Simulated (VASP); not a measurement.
# Ta (I4/mmm) in VASP: a series of runs

The runs below take Ta through single point, with r2SCAN.

Program: VASP 6.6.1. These are calculated values, not measurements. Logs are shortened: lines on timing, memory, paths and dates and some standing lists are left out, and cuts for length are marked.

## 1. The cell of the first run

Symmetry: I4/mmm, No. 139, tetragonal system. Conventional cell: a = 3.305 Å, b = 3.305 Å, c = 3.503 Å, α = 90.00°, β = 90.00°, γ = 90.00°. Within 3.8 Å of Ta (site symmetry 4/mmm) lie 14 Ta at 2.92 to 3.50 Å.

## 2. Single point, r2SCAN (strain along c alone, the other axes held: +6.0 %)

POSCAR

```
Ta
1.0
    3.3046647258      0.0000000000      0.0000000000
    0.0000000000      3.3046647258      0.0000000000
    0.0000000000      0.0000000000      3.5029446094
Ta
2
Direct
    0.0000000000      0.0000000000      0.0000000000
    0.5000000000      0.5000000000      0.5000000000
```

INCAR.step1

```
  PREC = Accurate
  ENCUT = 520
  ISMEAR = 0
  SIGMA = 0.1
  LREAL = F
  LASPH = T
  NELM = 60
  NBANDS = 18
  GGA = PE
  ALGO = Normal
  EDIFF = 1E-4
  LWAVE = T
  LCHARG = F
```

INCAR.step2

```
  PREC = Accurate
  ENCUT = 520
  EDIFF = 1E-6
  ISMEAR = 0
  SIGMA = 0.1
  LREAL = F
  LASPH = T
  NELM = 60
  ALGO = Normal
  ISIF = 2
  LWAVE = F
  LCHARG = T
  METAGGA = R2SCAN
  LMIXTAU = T
  LELF = T
  LVHAR = T
  NBANDS = 18
  ISTART = 1
```

KPOINTS

```
Automatic mesh
0
Gamma
  16 16 16
```

Potentials or basis: VASP PAW PBE potentials, release 64 (Ta_pv).

Command:

```console
$ cat potpaw_PBE.64/Ta_pv/POTCAR > POTCAR
$ cp INCAR.step1 INCAR
$ mpirun -np 1 vasp_std > vasp.out
$ cp INCAR.step2 INCAR
$ mpirun -np 1 vasp_std > vasp.out
```

OUTCAR:

```text
PREC = Accurate
   ENCUT = 520
   EDIFF = 1E-6
   ISMEAR = 0
   LREAL = F
   LASPH = T
   NELM = 60
   ISIF = 2
   METAGGA = R2SCAN
   ISTART = 1

 ion  position               nearest neighbor table
   1  0.000  0.000  0.000-   2 2.92   2 2.92   2 2.92   2 2.92   2 2.92   2 2.92   2 2.92   2 2.92

   2  0.500  0.500  0.500-   1 2.92   1 2.92   1 2.92   1 2.92   1 2.92   1 2.92   1 2.92   1 2.92

  LATTYP: Found a simple tetragonal cell.
 ALAT       =     3.3046647258
 C/A-ratio  =     1.0600000000

  Lattice vectors:

 A1 = (   3.3046647258,   0.0000000000,   0.0000000000)
 A2 = (   0.0000000000,   3.3046647258,   0.0000000000)
 A3 = (   0.0000000000,   0.0000000000,   3.5029446094)

Analysis of symmetry for initial positions (statically):
=====================================================================
 Subroutine PRICEL returns following result:

  LATTYP: Found a body centered tetragonal cell.
 ALAT       =     3.3046647258
 C/A-ratio  =     1.0600000000

  Lattice vectors:

 A1 = (  -1.6523323629,  -1.6523323629,  -1.7514723047)
 A2 = (   1.6523323629,   1.6523323629,  -1.7514723047)
 A3 = (   1.6523323629,  -1.6523323629,   1.7514723047)

   2 primitive cells build up your supercell.

 Routine SETGRP: Setting up the symmetry group for a
 simple tetragonal supercell.

 Subroutine GETGRP returns: Found 16 space group operations
 (whereof 16 operations were pure point group operations)
 out of a pool of 16 trial point group operations.

The static configuration has the point symmetry D_4h.

Analysis of symmetry for dynamics (positions and initial velocities):
=====================================================================
 Subroutine PRICEL returns following result:

  LATTYP: Found a body centered tetragonal cell.
 ALAT       =     3.3046647258
 C/A-ratio  =     1.0600000000

  Lattice vectors:

 A1 = (  -1.6523323629,  -1.6523323629,  -1.7514723047)
 A2 = (   1.6523323629,   1.6523323629,  -1.7514723047)
 A3 = (   1.6523323629,  -1.6523323629,   1.7514723047)

   2 primitive cells build up your supercell.

 Routine SETGRP: Setting up the symmetry group for a
 simple tetragonal supercell.

 Subroutine GETGRP returns: Found 16 space group operations
 (whereof 16 operations were pure point group operations)
 out of a pool of 16 trial point group operations.

The dynamic configuration has the point symmetry D_4h.

 Subroutine INISYM returns: Found 16 space group operations
 (whereof 16 operations are pure point group operations),
 and found     2 'primitive' translations

----------------------------------------------------------------------------------------

                                     Primitive cell

  volume of cell :      19.1275

  direct lattice vectors                    reciprocal lattice vectors
    -1.652332363 -1.652332363 -1.751472305    -0.000000000 -0.302602558 -0.285474111
     1.652332363  1.652332363 -1.751472305     0.302602558  0.000000000 -0.285474111
     1.652332363 -1.652332363  1.751472305     0.302602558 -0.302602558  0.000000000

  length of vectors
     2.920284183  2.920284183  2.920284183     0.416009347  0.416009347  0.427944642

  position of ions in fractional coordinates (direct lattice)
     0.000000000  0.000000000  0.000000000

  ion indices of the primitive-cell ions
   primitive index   ion index
                 1           1

----------------------------------------------------------------------------------------

 KPOINTS: Automatic mesh

Automatic generation of k-mesh.
 Grid dimensions read from file:
 generate k-points for:   16   16   16

 Generating k-lattice:

  Cartesian coordinates                     Fractional coordinates (reciprocal lattice)
     0.018912660  0.000000000  0.000000000     0.062500000  0.000000000  0.000000000
     0.000000000  0.018912660  0.000000000     0.000000000  0.062500000  0.000000000
     0.000000000  0.000000000  0.017842132     0.000000000  0.000000000  0.062500000

  Length of vectors
     0.018912660  0.018912660  0.017842132

  Shift w.r.t. Gamma in fractional coordinates (k-lattice)
     0.000000000  0.000000000  0.000000000

 Subroutine IBZKPT returns following result:
 ===========================================

 Found    405 irreducible k-points:

 Following reciprocal coordinates:
            Coordinates               Weight
  0.000000  0.000000  0.000000      1.000000
  0.062500  0.000000  0.000000      4.000000
  0.125000  0.000000  0.000000      4.000000
  0.187500  0.000000  0.000000      4.000000
  0.250000  0.000000  0.000000      4.000000
  0.312500  0.000000  0.000000      4.000000
[... 16 lines left out ...]
  0.437500  0.125000  0.000000      8.000000
  0.500000  0.125000  0.000000      4.000000
 [... further k-points ...]
   k-points           NKPTS =    405   k-points in BZ     NKDIM =    405   number of bands    NBANDS=     18
   number of dos      NEDOS =    301   number of ions     NIONS =      2
   total plane-waves  NPLWV =  21952
   dimension x,y,z NGX =    28 NGY =   28 NGZ =   28
   dimension x,y,z NGXF=    56 NGYF=   56 NGZF=   56
   ions per type =               2
   NGX,Y,Z   is equivalent  to a cutoff of  14.09, 14.09, 13.29 a.u.
   NGXF,Y,Z  is equivalent  to a cutoff of  28.17, 28.17, 26.58 a.u.
 SYSTEM =  unknown system
   PREC   = accura    normal or accurate (medium, high low for compatibility)
   ISTART =      1    job   : 0-new  1-cont  2-samecut
   ICHARG =      0    charge: 1-file 2-atom 10-const
   ISPIN  =      1    spin polarized calculation?
   LNONCOLLINEAR =      F non collinear calculations
   LSORBIT =      F    spin-orbit coupling
   LASPH  =      T    aspherical Exc in radial PAW
   ENCUT  =  520.0 eV  38.22 Ry    6.18 a.u.   6.14  6.14  6.51*2*pi/ulx,y,z
   NELM   =     60;   NELMIN=  2; NELMDL=  0     # of ELM steps
   EDIFF  = 0.1E-05   stopping-criterion for ELM
   LREAL  =      F    real-space projection
   EDIFFG = 0.1E-04   stopping-criterion for IOM
   NSW    =      0    number of steps for IOM
   IBRION =     -1    ionic relax: 0-MD 1-quasi-New 2-CG
   NFREE  =      0    steps in history (QN), initial steepest desc. (CG)
   ISIF   =      2    stress and relaxation
   ISYM   =      2    0-nonsym 1-usesym 2-fastsym
   POTIM  = 0.5000    time-step for ionic-motion
   TEBEG  =    0.0;   TEEND  =   0.0 temperature during run
   PSTRESS=    0.0 pullay stress
   NELECT =      22.0000    total number of electrons
   NUPDOWN=      -1.0000    fix difference up-down
   EMIN   =  10.00;   EMAX   =-10.00  energy-range for DOS
   EFERMI =   0.00;   METHOD = LEGACY
   ISMEAR =     0;   SIGMA  =   0.10  broadening in eV -4-tet -1-fermi 0-gaus
   EFERMI_NEDOS =   21; number of points for ismear=-14 and -15
   IALGO  =     38    algorithm
   IMIX   =      4    mixing-type and parameters
     AMIX     =   0.40;   BMIX     =  1.00
     AMIX_MAG =   1.60;   BMIX_MAG =  1.00
  volume/ion in A,a.u.               =      19.13       129.08
  Fermi-wavevector in a.u.,A,eV,Ry     =   1.361402  2.572677 25.217245  1.853415
  Thomas-Fermi vector in A             =   2.487981
   LORBIT       =      0    0 simple, 1 ext, 2 COOP (PROOUT), +10 PAW based schemes
   METAGGA = R2SCAN    functional components
   LHFCALC =     F    Hartree Fock is set to
   AEXX    =    0.0000 exact exchange contribution
   IVDW    =     0    specifies the selected vdW correction
   LEPSILON=     F    determine dielectric tensor
   LRPA    =     F    only Hartree local field effects (RPA)
 non-spin polarized calculation
 Gauss-broadening in eV      SIGMA  =   0.10
  energy-cutoff  :      520.00
  volume of cell :       38.25
 maximum number of plane-waves:      1048
 NGX is ok and might be reduce to    28
   NGX = 13   NGY = 13   NGZ = 13

 number of electron      21.9999998 magnetization

 Free energy of the ion-electron system (eV)
  ---------------------------------------------------
  ext. energy  EPLUGINS =         0.00000000
  ---------------------------------------------------
  free energy    TOTEN  =       -97.07629796 eV

  energy without entropy =      -97.06349731  energy(sigma->0) =      -97.06989764

 E-fermi :   4.8648     XC(G=0): -13.4262

 val. band max:        4.8628881308   @ k =   0.3750   0.0625   0.0625
 cond. band min:       4.8666008474   @ k =   0.2500   0.0625   0.1250
 fundamental gap:      0.0037127166
 Fermi energy:         4.8647630300

 k-point     1 :       0.0000    0.0000    0.0000
  band No.  band energies     occupation
      1     -30.4123      2.00000
      2     -30.2859      2.00000
      3     -30.2859      2.00000
      4     -29.6299      2.00000
      5     -29.6220      2.00000
      6     -29.6220      2.00000
[... 10 lines left out ...]
     17      11.5457      0.00000
     18      12.2839      0.00000

 k-point     2 :       0.0625    0.0000    0.0000
  band No.  band energies     occupation
      1     -30.4044      2.00000
      2     -30.2880      2.00000
      3     -30.2791      2.00000
      4     -29.6376      2.00000
      5     -29.6370      2.00000
      6     -29.6278      2.00000
[... 10 lines left out ...]
     17      11.4574      0.00000
     18      13.2346      0.00000

 k-point     3 :       0.1250    0.0000    0.0000
  band No.  band energies     occupation
      1     -30.3812      2.00000
      2     -30.2933      2.00000
      3     -30.2590      2.00000
      4     -29.6827      2.00000
      5     -29.6581      2.00000
      6     -29.6454      2.00000
[... 10 lines left out ...]
     17      11.2026      0.00000
     18      12.7408      0.00000

 k-point     4 :       0.1875    0.0000    0.0000
  band No.  band energies     occupation
      1     -30.3435      2.00000
      2     -30.2989      2.00000
      3     -30.2265      2.00000
      4     -29.7520      2.00000
      5     -29.6925      2.00000
      6     -29.6740      2.00000
[... 375 lines left out ...]
      4     -29.9868      2.00000
      5     -29.8706      2.00000
      6     -29.7476      2.00000
[... 10 lines left out ...]
     17      10.1157      0.00000
     18      10.7094      0.00000

 k-point    23 :       0.4375    0.1250    0.0000
  band No.  band energies     occupation
      1     -30.3342      2.00000
      2     -30.2201      2.00000
      3     -30.0788      2.00000
      4     -29.9373      2.00000
      5     -29.9243      2.00000
      6     -29.8023      2.00000
[... 10 lines left out ...]
     17      10.3111      0.00000
     18      10.4292      0.00000

 k-point    24 :       0.5000    0.1250    0.0000
  band No.  band energies     occupation
      1     -30.2862      2.00000
      2     -30.2862      2.00000
      3     -30.0076      2.00000
      4     -30.0076      2.00000
      5     -29.8620      2.00000
      6     -29.8620      2.00000
[... 10 lines left out ...]
     17      10.3674      0.00000
     18      10.3674      0.00000

 [... further k-points ...]
[... 5 lines left out ...]
  --------------------------------------------------------------------------------------
  -------------------------------------------------------------------------------------
  Total       -1.9281875     -1.9281875     -3.1451906      0.0000000     -0.0000000      0.0000000
  in kB      -80.7554350    -80.7554350   -131.7253833      0.0000000     -0.0000000      0.0000000
  external PRESSURE =     -97.7454177 kB  Pullay stress =       0.0000000 kB

 VOLUME and BASIS-vectors are now :
 -----------------------------------------------------------------------------
  energy-cutoff  :      520.00
  volume of cell :       38.25
      direct lattice vectors                 reciprocal lattice vectors
     3.304664726  0.000000000  0.000000000     0.302602558  0.000000000  0.000000000
     0.000000000  3.304664726  0.000000000     0.000000000  0.302602558  0.000000000
     0.000000000  0.000000000  3.502944609     0.000000000  0.000000000  0.285474111

 POSITION                                       TOTAL-FORCE (eV/Angst)
 -----------------------------------------------------------------------------------
      0.00000      0.00000      0.00000         0.000000      0.000000     -0.000000
      1.65233      1.65233      1.75147        -0.000000     -0.000000      0.000000
 -----------------------------------------------------------------------------------
    total drift:                                0.000000      0.000000      0.000000

  FREE ENERGIE OF THE ION-ELECTRON SYSTEM (eV)
  ---------------------------------------------------
  free  energy   TOTEN  =       -97.0762979638 eV

  energy  without entropy=      -97.0634973096  energy(sigma->0) =      -97.06989764
```

Wall time 5.5 min (1 thread of Intel Xeon 6975P-C (Granite Rapids), shared host); peak memory 0.34 GiB.

What came out:

```yaml
Free_energy: -97.0763 eV
Pressure: -9.8 GPa
Band_gap_on_the_k_mesh: zero (bands 11 and 12 overlap by 2.77 eV)
```

Caveat: the cell differs from its parent crystal (strain along c alone, the other axes held: +6.0 %); the cell stands under tension; the PAW data sets were made with another functional, which shifts forces and pressure a little; spin-orbit coupling is left out, which moves the levels of the heavy elements.

(Part 1 of 3 ends here.)
